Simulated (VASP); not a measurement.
Wanted: the native input for a VASP 6.6.1 run.

* Task: single point
* Functional: LDA
* Potentials or basis: VASP PAW LDA potentials, release 64 (Cs_sv)
* Cutoff: 520 eV
* k mesh: 9 × 9 × 9
* Occupations: fermi-dirac, width 0.1 eV
* Spin: no spin polarisation
* Dipole correction: no
* Further INCAR settings: ALGO = Normal; EDIFF = 1e-07; NBANDS = 10

The structure of Cs lies in POSCAR:

```
Cs
1.0
    0.0000000000      3.7764277781      3.7764277781
    3.7764277781      0.0000000000      3.7764277781
    3.7764277781      3.7764277781      0.0000000000
Cs
1
Direct
    0.0000000000      0.0000000000      0.0000000000
```

This cell differs from its parent crystal: volume scaled by 1.12.

One way to write it, as run:

INCAR

```
PREC = Accurate ; ENCUT = 520
EDIFF = 1E-7 ; ISMEAR = -1
SIGMA = 0.1 ; LREAL = False
LASPH = True ; NELM = 60
ALGO = Normal ; ISIF = 2
LWAVE = False ; LCHARG = False
NBANDS = 10
```

KPOINTS

```
regular mesh
0
Gamma
  9 9 9
```

Potentials or basis: VASP PAW LDA potentials, release 64 (Cs_sv).

Command:

```console
$ cat potpaw_LDA.64/Cs_sv/POTCAR > POTCAR
$ mpirun -np 1 vasp_std > vasp.out
```

It gave:

```json
{
  "Pressure": "-0.2 GPa"
}
```

Wall time 32 s on 1 thread of Intel Xeon 8259CL, on a shared host, peak memory 0.2 GiB.
